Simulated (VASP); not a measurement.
# MnHg (Pm-3m) in VASP: a series of runs

Runs on MnHg. Level: PBE. Tasks: single point.

All numbers are computed with VASP 6.6.1; they aren't measurements. Logs are shortened: lines on timing, memory, paths and dates and some standing lists are left out, and cuts for length are marked.

### Step 1. The cell of the first run

Symmetry: Pm-3m, No. 221, cubic system. The conventional cell has a = 3.337 Å, b = 3.337 Å, c = 3.337 Å, α = 90.00°, β = 90.00°, γ = 90.00°. Within 3.8 Å of Mn (site symmetry m-3m) lie 8 Hg at 2.89 Å and 6 Mn at 3.34 Å. Within 3.8 Å of Hg (site symmetry m-3m) lie 8 Mn at 2.89 Å and 6 Hg at 3.34 Å.

### Step 2. Single point, PBE, collinear spin, ferromagnetic start (18.58 Å³/atom)

Contents of INCAR:

```
PREC     = Accurate       # precision mode
ENCUT    = 520            # plane-wave cutoff, eV
EDIFF    = 1E-6           # SCF threshold, eV
ISMEAR   = -1             # smearing method
SIGMA    = 0.08           # smearing width, eV
LREAL    = False          # projectors in reciprocal space
LASPH    = True           # aspherical terms in the spheres
NELM     = 150            # most SCF steps
ALGO     = Normal         # electronic algorithm
ISIF     = 2              # what is computed and relaxed
LWAVE    = False          # write WAVECAR
LCHARG   = False          # write CHGCAR
ISPIN    = 2              # spin polarisation
MAGMOM   = 4 0            # initial moments
LORBIT   = 11             # projections on sites
LMAXMIX  = 4              # l up to which the mixer works
GGA      = PE             # functional
NBANDS   = 24             # bands
```

Contents of KPOINTS:

```
Automatic mesh
0
Gamma
  11 11 11
```

Contents of POSCAR:

```
MnHg
1.0
    3.3369542822      0.0000000000      0.0000000000
    0.0000000000      3.3369542822      0.0000000000
    0.0000000000      0.0000000000      3.3369542822
Mn Hg
1 1
Direct
    0.5000000000      0.5000000000      0.5000000000
    0.0000000000      0.0000000000      0.0000000000
```

Potentials or basis: VASP PAW PBE potentials, release 64 (Mn_pv, Hg).

On the command line:

```bash
$ cat potpaw_PBE.64/Mn_pv/POTCAR potpaw_PBE.64/Hg/POTCAR > POTCAR
$ mpirun -np 1 vasp_std > vasp.out
```

OUTCAR:

```text
PREC = Accurate
   ENCUT = 520
   EDIFF = 1E-6
   ISMEAR = -1
   LREAL = False
   LASPH = True
   NELM = 150
   ISIF = 2
   ISPIN = 2
   LORBIT = 11
   GGA = PE

 ion  position               nearest neighbor table
   1  0.500  0.500  0.500-   2 2.89   2 2.89   2 2.89   2 2.89   2 2.89   2 2.89   2 2.89   2 2.89

   2  0.000  0.000  0.000-   1 2.89   1 2.89   1 2.89   1 2.89   1 2.89   1 2.89   1 2.89   1 2.89

  LATTYP: Found a simple cubic cell.
 ALAT       =     3.3369542822

  Lattice vectors:

 A1 = (   3.3369542822,   0.0000000000,   0.0000000000)
 A2 = (   0.0000000000,   3.3369542822,   0.0000000000)
 A3 = (   0.0000000000,   0.0000000000,   3.3369542822)

Analysis of symmetry for initial positions (statically):
=====================================================================
 Subroutine PRICEL returns:
 Original cell was already a primitive cell.

 Routine SETGRP: Setting up the symmetry group for a
 simple cubic supercell.

 Subroutine GETGRP returns: Found 48 space group operations
 (whereof 48 operations were pure point group operations)
 out of a pool of 48 trial point group operations.

The static configuration has the point symmetry O_h .

Analysis of symmetry for dynamics (positions and initial velocities):
=====================================================================
 Subroutine PRICEL returns:
 Original cell was already a primitive cell.

 Routine SETGRP: Setting up the symmetry group for a
 simple cubic supercell.

 Subroutine GETGRP returns: Found 48 space group operations
 (whereof 48 operations were pure point group operations)
 out of a pool of 48 trial point group operations.

The dynamic configuration has the point symmetry O_h .

Analysis of structural, dynamic, and magnetic symmetry:
=====================================================================
 Subroutine PRICEL returns:
 Original cell was already a primitive cell.

 Routine SETGRP: Setting up the symmetry group for a
 simple cubic supercell.

 Subroutine GETGRP returns: Found 48 space group operations
 (whereof 48 operations were pure point group operations)
 out of a pool of 48 trial point group operations.

The overall configuration has the point symmetry O_h .

 Subroutine INISYM returns: Found 48 space group operations
 (whereof 48 operations are pure point group operations),
 and found     1 'primitive' translations

----------------------------------------------------------------------------------------

                                     Primitive cell

  volume of cell :      37.1579

  direct lattice vectors                    reciprocal lattice vectors
     3.336954282  0.000000000  0.000000000     0.299674468  0.000000000  0.000000000
     0.000000000  3.336954282  0.000000000     0.000000000  0.299674468  0.000000000
     0.000000000  0.000000000  3.336954282     0.000000000  0.000000000  0.299674468

  length of vectors
     3.336954282  3.336954282  3.336954282     0.299674468  0.299674468  0.299674468

  position of ions in fractional coordinates (direct lattice)
     0.500000000  0.500000000  0.500000000
     0.000000000  0.000000000  0.000000000

  ion indices of the primitive-cell ions
   primitive index   ion index
                 1           1
                 2           2

----------------------------------------------------------------------------------------

 KPOINTS: Automatic mesh

Automatic generation of k-mesh.
 Grid dimensions read from file:
 generate k-points for:   11   11   11

 Generating k-lattice:

  Cartesian coordinates                     Fractional coordinates (reciprocal lattice)
     0.027243133  0.000000000  0.000000000     0.090909091  0.000000000  0.000000000
     0.000000000  0.027243133  0.000000000     0.000000000  0.090909091  0.000000000
     0.000000000  0.000000000  0.027243133     0.000000000  0.000000000  0.090909091

  Length of vectors
     0.027243133  0.027243133  0.027243133

  Shift w.r.t. Gamma in fractional coordinates (k-lattice)
     0.000000000  0.000000000  0.000000000

 Subroutine IBZKPT returns following result:
 ===========================================

 Found     56 irreducible k-points:

 Following reciprocal coordinates:
            Coordinates               Weight
  0.000000  0.000000  0.000000      1.000000
  0.090909  0.000000  0.000000      6.000000
  0.181818  0.000000  0.000000      6.000000
  0.272727  0.000000  0.000000      6.000000
  0.363636  0.000000  0.000000      6.000000
  0.454545  0.000000  0.000000      6.000000
[... 16 lines left out ...]
  0.181818  0.090909  0.090909     24.000000
  0.272727  0.090909  0.090909     24.000000
 [... further k-points ...]
   k-points           NKPTS =     56   k-points in BZ     NKDIM =     56   number of bands    NBANDS=     24
   number of dos      NEDOS =    301   number of ions     NIONS =      2
   total plane-waves  NPLWV =  21952
   dimension x,y,z NGX =    28 NGY =   28 NGZ =   28
   dimension x,y,z NGXF=    56 NGYF=   56 NGZF=   56
   ions per type =               1   1
   NGX,Y,Z   is equivalent  to a cutoff of  13.95, 13.95, 13.95 a.u.
   NGXF,Y,Z  is equivalent  to a cutoff of  27.90, 27.90, 27.90 a.u.
 SYSTEM =  unknown system
   PREC   = accura    normal or accurate (medium, high low for compatibility)
   ISTART =      0    job   : 0-new  1-cont  2-samecut
   ICHARG =      2    charge: 1-file 2-atom 10-const
   ISPIN  =      2    spin polarized calculation?
   LNONCOLLINEAR =      F non collinear calculations
   LSORBIT =      F    spin-orbit coupling
   LASPH  =      T    aspherical Exc in radial PAW
   ENCUT  =  520.0 eV  38.22 Ry    6.18 a.u.   6.20  6.20  6.20*2*pi/ulx,y,z
   NELM   =    150;   NELMIN=  2; NELMDL= -5     # of ELM steps
   EDIFF  = 0.1E-05   stopping-criterion for ELM
   LREAL  =      F    real-space projection
[... 7 lines left out ...]
   TEBEG  =    0.0;   TEEND  =   0.0 temperature during run
   PSTRESS=    0.0 pullay stress
   NELECT =      25.0000    total number of electrons
   NUPDOWN=      -1.0000    fix difference up-down
   EMIN   =  10.00;   EMAX   =-10.00  energy-range for DOS
   EFERMI =   0.00;   METHOD = LEGACY
   ISMEAR =    -1;   SIGMA  =   0.08  broadening in eV -4-tet -1-fermi 0-gaus
   EFERMI_NEDOS =   21; number of points for ismear=-14 and -15
   IALGO  =     38    algorithm
   IMIX   =      4    mixing-type and parameters
     AMIX     =   0.40;   BMIX     =  1.00
     AMIX_MAG =   1.60;   BMIX_MAG =  1.00
  volume/ion in A,a.u.               =      18.58       125.38
  Fermi-wavevector in a.u.,A,eV,Ry     =   1.434513  2.710837 27.998455  2.057828
  Thomas-Fermi vector in A             =   2.553913
   LORBIT       =     11    0 simple, 1 ext, 2 COOP (PROOUT), +10 PAW based schemes
   GGA     = PE    functional components
   LHFCALC =     F    Hartree Fock is set to
   AEXX    =    0.0000 exact exchange contribution
   IVDW    =     0    specifies the selected vdW correction
   LEPSILON=     F    determine dielectric tensor
   LRPA    =     F    only Hartree local field effects (RPA)
 spin polarized calculation
  energy-cutoff  :      520.00
  volume of cell :       37.16
 maximum number of plane-waves:      1021
 NGX is ok and might be reduce to    28
   NGX = 13   NGY = 13   NGZ = 13

 number of electron      25.0000002 magnetization       3.9682662

 Free energy of the ion-electron system (eV)
  ---------------------------------------------------
  ext. energy  EPLUGINS =         0.00000000
  ---------------------------------------------------
  free energy    TOTEN  =        -8.50919498 eV

  energy without entropy =       -8.47669189  energy(sigma->0) =       -8.49294343

 E-fermi :   5.3546     XC(G=0): -11.5758

 val. band max:        5.3167078256   @ k =   0.4545   0.2727   0.0909
 cond. band min:       5.3626172211   @ k =   0.4545   0.2727   0.0000
 fundamental gap:      0.0459093954
 Fermi energy:         5.3546113604

 spin component 1

 k-point     1 :       0.0000    0.0000    0.0000
  band No.  band energies     occupation
      1     -44.8607      1.00000
      2     -44.8607      1.00000
      3     -44.8607      1.00000
      4      -4.1662      1.00000
      5      -2.8201      1.00000
      6      -2.8201      1.00000
[... 16 lines left out ...]
     23      22.2731      0.00000
     24      25.7538      0.00000

 k-point     2 :       0.0909    0.0000    0.0000
  band No.  band energies     occupation
      1     -44.8619      1.00000
      2     -44.8606      1.00000
      3     -44.8606      1.00000
      4      -4.0394      1.00000
      5      -2.7991      1.00000
      6      -2.7613      1.00000
[... 16 lines left out ...]
     23      22.2353      0.00000
     24      24.1562      0.00000

 k-point     3 :       0.1818    0.0000    0.0000
  band No.  band energies     occupation
      1     -44.8651      1.00000
      2     -44.8604      1.00000
      3     -44.8604      1.00000
      4      -3.6854      1.00000
      5      -2.7418      1.00000
      6      -2.5739      1.00000
[... 16 lines left out ...]
     23      21.6210      0.00000
     24      22.0163      0.00000
[... 514 lines left out ...]
 k-point    23 :       0.1818    0.0909    0.0909
  band No.  band energies     occupation
      1     -44.8649      1.00000
      2     -44.8615      1.00000
      3     -44.8615      1.00000
      4      -3.4469      1.00000
      5      -2.6519      1.00000
      6      -2.5254      1.00000
[... 16 lines left out ...]
     23      21.8634      0.00000
     24      22.6183      0.00000

 k-point    24 :       0.2727    0.0909    0.0909
  band No.  band energies     occupation
      1     -44.8690      1.00000
      2     -44.8612      1.00000
      3     -44.8612      1.00000
      4      -3.0232      1.00000
      5      -2.5811      1.00000
      6      -2.2212      1.00000
[... 16 lines left out ...]
     23      21.7743      0.00000
     24      21.9252      0.00000

 [... further k-points ...]

 spin component 2

 k-point     1 :       0.0000    0.0000    0.0000
  band No.  band energies     occupation
      1     -40.7700      1.00000
      2     -40.7700      1.00000
      3     -40.7700      1.00000
      4      -3.9424      1.00000
      5      -2.8006      1.00000
      6      -2.8006      1.00000
[... 16 lines left out ...]
     23      22.3020      0.00000
     24      26.7341      0.00000

 k-point     2 :       0.0909    0.0000    0.0000
  band No.  band energies     occupation
      1     -40.7714      1.00000
      2     -40.7698      1.00000
      3     -40.7698      1.00000
      4      -3.8176      1.00000
      5      -2.7846      1.00000
      6      -2.7414      1.00000
[... 16 lines left out ...]
     23      22.3149      0.00000
     24      24.8521      0.00000

 k-point     3 :       0.1818    0.0000    0.0000
  band No.  band energies     occupation
      1     -40.7754      1.00000
      2     -40.7696      1.00000
      3     -40.7696      1.00000
      4      -3.4819      1.00000
      5      -2.7413      1.00000
      6      -2.5389      1.00000
[... 16 lines left out ...]
     23      22.0026      0.00000
     24      22.6719      0.00000
[... 514 lines left out ...]
 k-point    23 :       0.1818    0.0909    0.0909
  band No.  band energies     occupation
      1     -40.7752      1.00000
      2     -40.7710      1.00000
      3     -40.7709      1.00000
      4      -3.2395      1.00000
      5      -2.6519      1.00000
      6      -2.5013      1.00000
[... 16 lines left out ...]
     23      22.5673      0.00000
     24      22.7228      0.00000

 k-point    24 :       0.2727    0.0909    0.0909
  band No.  band energies     occupation
      1     -40.7804      1.00000
      2     -40.7706      1.00000
      3     -40.7705      1.00000
      4      -2.8904      1.00000
      5      -2.5981      1.00000
      6      -2.1404      1.00000
[... 16 lines left out ...]
     23      22.2634      0.00000
     24      22.4167      0.00000

 [... further k-points ...]

------------------------ aborting loop because EDIFF is reached ----------------------------------------

  FORCE on cell =-STRESS in cart. coord.  units (eV):
  Direction    XX          YY          ZZ          XY          YZ          ZX
  --------------------------------------------------------------------------------------
  -------------------------------------------------------------------------------------
  Total       -0.1143069     -0.1143069     -0.1143069     -0.0000000     -0.0000000      0.0000000
  in kB       -4.9286980     -4.9286980     -4.9286980     -0.0000000     -0.0000000      0.0000000
  external PRESSURE =      -4.9286980 kB  Pullay stress =       0.0000000 kB

 VOLUME and BASIS-vectors are now :
 -----------------------------------------------------------------------------
  energy-cutoff  :      520.00
  volume of cell :       37.16
      direct lattice vectors                 reciprocal lattice vectors
     3.336954282  0.000000000  0.000000000     0.299674468  0.000000000  0.000000000
     0.000000000  3.336954282  0.000000000     0.000000000  0.299674468  0.000000000
     0.000000000  0.000000000  3.336954282     0.000000000  0.000000000  0.299674468

 POSITION                                       TOTAL-FORCE (eV/Angst)
 -----------------------------------------------------------------------------------
      1.66848      1.66848      1.66848         0.000000      0.000000      0.000000
      0.00000      0.00000      0.00000         0.000000      0.000000      0.000000
 -----------------------------------------------------------------------------------
    total drift:                                0.000000      0.000000      0.000000

  FREE ENERGIE OF THE ION-ELECTRON SYSTEM (eV)
  ---------------------------------------------------
  free  energy   TOTEN  =        -8.5091949772 eV

  energy  without entropy=       -8.4766918878  energy(sigma->0) =       -8.49294343

 total charge

# of ion       s       p       d       tot
------------------------------------------
    1        0.249   6.167   4.968  11.384
    2        0.816   0.502   9.255  10.573
--------------------------------------------------
tot          1.065   6.669  14.223  21.958

 magnetization (x)

# of ion       s       p       d       tot
------------------------------------------
    1        0.029   0.017   3.820   3.866
    2       -0.040  -0.057   0.047  -0.050
--------------------------------------------------
tot         -0.011  -0.040   3.867   3.816
```

Run time: 99 s. Hardware: 1 thread of Oxide Virtual Turin-like, shared host; peak memory 0.19 GiB.

Results:

| Item | Value |
| --- | --- |
| Free energy | -8.5092 eV |
| Pressure | -0.5 GPa |
| Net moment | 3.97 μB per cell |
| Site moments | Mn +3.87; Hg -0.05 μB |
| Valence electrons inside the program's atomic spheres | Mn 11.38; Hg 10.57 |

Caveat: spin-orbit coupling is left out, which moves the levels of the heavy elements.

### Step 3. Single point, PBE, collinear spin, ferromagnetic start (18.94 Å³/atom)

This run uses another cell than the first one, of 18.94 Å³/atom.

Contents of INCAR:

```
PREC = Accurate
ENCUT = 520
EDIFF = 1E-7
ISMEAR = -1
SIGMA = 0.08
LREAL = False
LASPH = True
NELM = 150
ALGO = Normal
ISIF = 2
LWAVE = False
LCHARG = False
ISPIN = 2
MAGMOM = 4 0
LORBIT = 11
LMAXMIX = 4
GGA = PE
NBANDS = 24
```

Contents of KPOINTS:

```
regular mesh
0
Gamma
  11 11 11
```

Contents of POSCAR:

```
MnHg
1.0
    3.3586234237      0.0000000000      0.0000000000
    0.0000000000      3.3586234237      0.0000000000
    0.0000000000      0.0000000000      3.3586234237
Mn Hg
1 1
Direct
    0.5000000000      0.5000000000      0.5000000000
    0.0000000000      0.0000000000      0.0000000000
```

Potentials or basis: VASP PAW PBE potentials, release 64 (Mn_pv, Hg).

On the command line:

```bash
$ cat potpaw_PBE.64/Mn_pv/POTCAR potpaw_PBE.64/Hg/POTCAR > POTCAR
$ mpirun -np 1 vasp_std > vasp.out
```

OUTCAR:

```text
PREC = Accurate
   ENCUT = 520
   EDIFF = 1E-7
   ISMEAR = -1
   LREAL = False
   LASPH = True
   NELM = 150
   ISIF = 2
   ISPIN = 2
   LORBIT = 11
   GGA = PE

 ion  position               nearest neighbor table
   1  0.500  0.500  0.500-   2 2.91   2 2.91   2 2.91   2 2.91   2 2.91   2 2.91   2 2.91   2 2.91

   2  0.000  0.000  0.000-   1 2.91   1 2.91   1 2.91   1 2.91   1 2.91   1 2.91   1 2.91   1 2.91

  LATTYP: Found a simple cubic cell.
 ALAT       =     3.3586234237

  Lattice vectors:

[... 1511 lines left out ...]
  external PRESSURE =     -18.1841865 kB  Pullay stress =       0.0000000 kB

 VOLUME and BASIS-vectors are now :
 -----------------------------------------------------------------------------
  energy-cutoff  :      520.00
  volume of cell :       37.89
      direct lattice vectors                 reciprocal lattice vectors
     3.358623424  0.000000000  0.000000000     0.297741031  0.000000000  0.000000000
     0.000000000  3.358623424  0.000000000     0.000000000  0.297741031  0.000000000
     0.000000000  0.000000000  3.358623424     0.000000000  0.000000000  0.297741031

 POSITION                                       TOTAL-FORCE (eV/Angst)
 -----------------------------------------------------------------------------------
      1.67931      1.67931      1.67931         0.000000      0.000000      0.000000
      0.00000      0.00000      0.00000         0.000000      0.000000      0.000000
 -----------------------------------------------------------------------------------
    total drift:                                0.000000      0.000000      0.000000

  FREE ENERGIE OF THE ION-ELECTRON SYSTEM (eV)
  ---------------------------------------------------
  free  energy   TOTEN  =        -8.5042811801 eV

  energy  without entropy=       -8.4737203783  energy(sigma->0) =       -8.48900078

 total charge

# of ion       s       p       d       tot
------------------------------------------
    1        0.247   6.161   4.960  11.368
    2        0.816   0.487   9.255  10.558
--------------------------------------------------
tot          1.063   6.648  14.215  21.926

 magnetization (x)

# of ion       s       p       d       tot
------------------------------------------
    1        0.030   0.017   3.849   3.896
    2       -0.038  -0.056   0.046  -0.048
--------------------------------------------------
tot         -0.008  -0.039   3.896   3.848
```

OSZICAR:

```text
N       E                     dE             d eps       ncg     rms          rms(c)
DAV:   1     0.233558226411E+03    0.23356E+03   -0.13638E+04  5416   0.116E+03
DAV:   2    -0.132283048265E+01   -0.23488E+03   -0.22341E+03  5600   0.340E+02
DAV:   3    -0.891986811822E+01   -0.75970E+01   -0.75701E+01  6272   0.691E+01
DAV:   4    -0.897687031213E+01   -0.57002E-01   -0.56997E-01  6064   0.559E+00
DAV:   5    -0.897776448650E+01   -0.89417E-03   -0.89416E-03  6536   0.637E-01    0.933E+00
DAV:   6    -0.870504503890E+01    0.27272E+00   -0.71731E+00  6104   0.195E+01    0.764E+00
DAV:   7    -0.851543988536E+01    0.18961E+00   -0.20318E+00  6256   0.121E+01    0.464E+00
DAV:   8    -0.850689420460E+01    0.85457E-02   -0.54355E-02  5784   0.168E+00    0.255E+00
DAV:   9    -0.850413665010E+01    0.27576E-02   -0.17852E-02  6160   0.897E-01    0.893E-01
DAV:  10    -0.850421157096E+01   -0.74921E-04   -0.27616E-03  5808   0.452E-01    0.873E-02
DAV:  11    -0.850426435952E+01   -0.52789E-04   -0.15182E-04  5944   0.105E-01    0.292E-02
DAV:  12    -0.850427656986E+01   -0.12210E-04   -0.22734E-05  6104   0.345E-02    0.216E-02
DAV:  13    -0.850428130490E+01   -0.47350E-05   -0.51303E-06  5984   0.162E-02    0.952E-03
DAV:  14    -0.850428116164E+01    0.14326E-06   -0.50660E-07  5440   0.604E-03    0.416E-03
DAV:  15    -0.850428118008E+01   -0.18435E-07   -0.22665E-07  4800   0.344E-03
   1 F= -.85042812E+01 E0= -.84890008E+01  d E =-.305608E-01  mag=     4.0036
```

It took 1.9 min on 1 thread of Oxide Virtual Turin-like, shared host; peak memory 0.19 GiB.

Results:

- Free energy: -8.5043 eV
- Pressure: -1.8 GPa
- Net moment: 4.00 μB per cell
- Site moments: Mn +3.90; Hg -0.05 μB
- Valence electrons inside the program's atomic spheres: Mn 11.37; Hg 10.56

Caveat: spin-orbit coupling is left out, which moves the levels of the heavy elements.
